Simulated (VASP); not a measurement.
# SiC (zincblende type) (F-43m) in VASP: notebook, part 2 of 2

VASP 6.6.1.

## (3) Electric field gradients, PBE (11.13 Å³/atom)

This run uses another cell than the first one, of 11.13 Å³/atom.

INCAR reads:

```
SYSTEM = SiC
PREC = Accurate
ENCUT = 520
EDIFF = 1E-8
ISMEAR = -1
SIGMA = 0.08
LREAL = .False.
LASPH = .True.
NELM = 60
ALGO = Normal
ISIF = 2
LWAVE = .False.
LCHARG = .False.
GGA = PE
LEFG = .True.
NBANDS = 11
```

KPOINTS reads:

```
regular mesh
0
Gamma
  16 16 16
  0 0 0
```

POSCAR reads:

```
SiC
1.0
    0.0000000000      2.2328221474      2.2328221474
    2.2328221474      0.0000000000      2.2328221474
    2.2328221474      2.2328221474      0.0000000000
Si C
1 1
Direct
    0.0000000000      0.0000000000      0.0000000000
    0.2500000000      0.2500000000      0.2500000000
```

Potentials or basis: VASP PAW PBE potentials, release 64 (Si, C).

On the command line:

```sh
> cat potpaw_PBE.64/Si/POTCAR potpaw_PBE.64/C/POTCAR > POTCAR
> mpirun -np 1 vasp_std > vasp.out
```

OUTCAR:

```text
SYSTEM = SiC
   PREC = Accurate
   ENCUT = 520
   EDIFF = 1E-8
   ISMEAR = -1
   LREAL = .False.
   LASPH = .True.
   NELM = 60
   ISIF = 2
   GGA = PE

 ion  position               nearest neighbor table
   1  0.000  0.000  0.000-   2 1.93   2 1.93   2 1.93   2 1.93
   2  0.250  0.250  0.250-   1 1.93   1 1.93   1 1.93   1 1.93

  LATTYP: Found a face centered cubic cell.
 ALAT       =     4.4656442948

  Lattice vectors:

 A1 = (   0.0000000000,   2.2328221474,   2.2328221474)
 A2 = (   2.2328221474,   0.0000000000,   2.2328221474)
 A3 = (   2.2328221474,   2.2328221474,   0.0000000000)

Analysis of symmetry for initial positions (statically):
=====================================================================
 Subroutine PRICEL returns:
 Original cell was already a primitive cell.

 Routine SETGRP: Setting up the symmetry group for a
 face centered cubic supercell.

 Subroutine GETGRP returns: Found 24 space group operations
[... 522 lines left out ...]
  volume of cell :       22.26
      direct lattice vectors                 reciprocal lattice vectors
     0.000000000  2.232822147  2.232822147    -0.223931853  0.223931853  0.223931853
     2.232822147  0.000000000  2.232822147     0.223931853 -0.223931853  0.223931853
     2.232822147  2.232822147  0.000000000     0.223931853  0.223931853 -0.223931853

 POSITION                                       TOTAL-FORCE (eV/Angst)
 -----------------------------------------------------------------------------------
      0.00000      0.00000      0.00000        -0.000000     -0.000000     -0.000000
      1.11641      1.11641      1.11641         0.000000      0.000000      0.000000
 -----------------------------------------------------------------------------------
    total drift:                                0.000000      0.000000      0.000000

  FREE ENERGIE OF THE ION-ELECTRON SYSTEM (eV)
  ---------------------------------------------------
  free  energy   TOTEN  =       -15.0154439452 eV

  energy  without entropy=      -15.0154424490  energy(sigma->0) =      -15.01544320

 Electric field gradients (V/A^2)
---------------------------------------------------------------------
 ion       V_xx      V_yy      V_zz      V_xy      V_xz      V_yz
---------------------------------------------------------------------
   1       0.000     0.000     0.000    -0.000    -0.000    -0.000
   2       0.000    -0.000     0.000     0.001     0.001     0.001
---------------------------------------------------------------------

 Electric field gradients after diagonalization (V/A^2)
 (convention: |V_zz| > |V_xx| > |V_yy|)
----------------------------------------------------------------------
 ion       V_xx      V_yy      V_zz     asymmetry (V_yy - V_xx)/ V_zz
----------------------------------------------------------------------
   1       0.000     0.000    -0.000       0.000
   2      -0.001    -0.001     0.001       0.000
----------------------------------------------------------------------

           NMR quadrupolar parameters

 Cq : quadrupolar parameter    Cq=e*Q*V_zz/h
 eta: asymmetry parameters     (V_yy - V_xx)/ V_zz
 Q  : nuclear electric quadrupole moment in mb (millibarn)
----------------------------------------------------------------------
 ion       Cq(MHz)       eta       Q (mb)
----------------------------------------------------------------------
   1      -0.000       0.000       1.000
   2       0.000       0.000       1.000
----------------------------------------------------------------------
```

stdout:

```text
POSCAR found type information on POSCAR SiC
 POSCAR found :  2 types and       2 ions
 scaLAPACK will be used
 LDA part: xc-table for (Slater+PW92), standard interpolation
 POSCAR, INCAR and KPOINTS ok, starting setup
 FFT: planning ... GRIDC
 FFT: planning ... GRID_SOFT
 FFT: planning ... GRID
 WAVECAR not read
 entering main loop
ion   1

ion   2
```

Run time: 12 s. Hardware: 1 thread of Intel Xeon 6975P-C (Granite Rapids), shared host; peak memory 0.15 GiB.

What came out:

```
Free energy                             : -15.0154 eV
Pressure                                : -11.1 GPa
Band gap on the k mesh                  : 1.42 eV (least direct gap 4.46 eV)
Largest electric field gradient by atom : zero within the noise of the run
```

Levels at points of the mesh, in eV from the valence-band top:
| k point | band 2 | band 3 | band 4 | band 5 | band 6 | band 7 |
| --- | --- | --- | --- | --- | --- | --- |
| (0.00, 0.00, 0.00) | 0.00 | 0.00 | 0.00 | 5.38 | 6.82 | 6.82 |
| (0.50, 0.00, 0.00) | -8.14 | -1.03 | -1.03 | 4.78 | 6.93 | 6.93 |
| (0.50, 0.50, 0.00) | -7.57 | -3.04 | -3.04 | 1.42 | 4.07 | 13.19 |

Caveat: the cell stands under tension.

## (4) Electric field gradients, PBE (11.13 Å³/atom)

This run uses another cell than the first one, of 11.13 Å³/atom.

INCAR reads:

```
PREC = Accurate ; ENCUT = 520
EDIFF = 1E-8 ; ISMEAR = -1
SIGMA = 0.08 ; LREAL = False
LASPH = True ; NELM = 80
ALGO = Normal ; ISIF = 2
LWAVE = False ; LCHARG = False
GGA = PE ; LEFG = True
NBANDS = 11
```

KPOINTS reads:

```
Automatic mesh
0
Gamma
  16 16 16
```

POSCAR is that of step 3.

Potentials or basis: VASP PAW PBE potentials, release 64 (Si, C).

On the command line:

```sh
> cat potpaw_PBE.64/Si/POTCAR potpaw_PBE.64/C/POTCAR > POTCAR
> mpirun -np 1 vasp_std > vasp.out
```

OUTCAR:

```text
PREC = Accurate
   ENCUT = 520
   EDIFF = 1E-8
   ISMEAR = -1
   LREAL = False
   LASPH = True
   NELM = 80
   ISIF = 2
   GGA = PE

 ion  position               nearest neighbor table
   1  0.000  0.000  0.000-   2 1.93   2 1.93   2 1.93   2 1.93
   2  0.250  0.250  0.250-   1 1.93   1 1.93   1 1.93   1 1.93

  LATTYP: Found a face centered cubic cell.
 ALAT       =     4.4656442948

  Lattice vectors:

 A1 = (   0.0000000000,   2.2328221474,   2.2328221474)
 A2 = (   2.2328221474,   0.0000000000,   2.2328221474)
[... 546 lines left out ...]
  FREE ENERGIE OF THE ION-ELECTRON SYSTEM (eV)
  ---------------------------------------------------
  free  energy   TOTEN  =       -15.0154439452 eV

  energy  without entropy=      -15.0154424490  energy(sigma->0) =      -15.01544320

 Electric field gradients (V/A^2)
---------------------------------------------------------------------
 ion       V_xx      V_yy      V_zz      V_xy      V_xz      V_yz
---------------------------------------------------------------------
   1       0.000     0.000     0.000    -0.000    -0.000    -0.000
   2       0.000    -0.000     0.000     0.001     0.001     0.001
---------------------------------------------------------------------

 Electric field gradients after diagonalization (V/A^2)
 (convention: |V_zz| > |V_xx| > |V_yy|)
----------------------------------------------------------------------
 ion       V_xx      V_yy      V_zz     asymmetry (V_yy - V_xx)/ V_zz
----------------------------------------------------------------------
   1       0.000     0.000    -0.000       0.000
   2      -0.001    -0.001     0.001       0.000
----------------------------------------------------------------------

           NMR quadrupolar parameters

 Cq : quadrupolar parameter    Cq=e*Q*V_zz/h
 eta: asymmetry parameters     (V_yy - V_xx)/ V_zz
 Q  : nuclear electric quadrupole moment in mb (millibarn)
----------------------------------------------------------------------
 ion       Cq(MHz)       eta       Q (mb)
----------------------------------------------------------------------
   1      -0.000       0.000       1.000
   2       0.000       0.000       1.000
----------------------------------------------------------------------
```

Run time: 16 s. Hardware: 1 thread of Intel Xeon 6975P-C (Granite Rapids), shared host; peak memory 0.15 GiB.

What came out:

| Quantity | Value |
| --- | --- |
| Free energy | -15.0154 eV |
| Pressure | -11.1 GPa |
| Band gap on the k mesh | 1.42 eV (least direct gap 4.46 eV) |
| Largest electric field gradient by atom | zero within the noise of the run |

Caveat: the cell stands under tension. A k mesh can miss the band edges.
